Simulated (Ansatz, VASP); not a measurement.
## Two plane-wave programs on SiC

```
CELL_PARAMETERS angstrom
0.00000 2.20767 2.20767
2.20767 0.00000 2.20767
2.20767 2.20767 0.00000
ATOMIC_POSITIONS crystal
Si 0.00000 0.00000 0.00000
C 0.75000 0.75000 0.75000
```

Alike in both runs: task single point; functional BLYP; k mesh 10 × 10 × 10; occupations fermi-dirac, width 0.05 eV; no spin polarisation.

```csv
,VASP,Ansatz
version,VASP 6.6.1,Ansatz 0.2.0
potentials or method,"VASP PAW PBE potentials, release 64 (Si, C)",Ansatz PAW
plane-wave cutoff (eV),600,420
valence electrons in the cell,8,8
```

```tsv
	VASP	Ansatz	Ansatz less VASP
gap on the k mesh at the Fermi level (eV)	1.73	1.73	-0.004
least direct gap on the mesh (eV)	4.79	4.77	-0.015
pressure (GPa)	0.0	-0.5	-0.43
```

VASP's potentials were made for PBE, not for BLYP. The functional is the same, so the differences come from potentials, cutoffs and numerics.
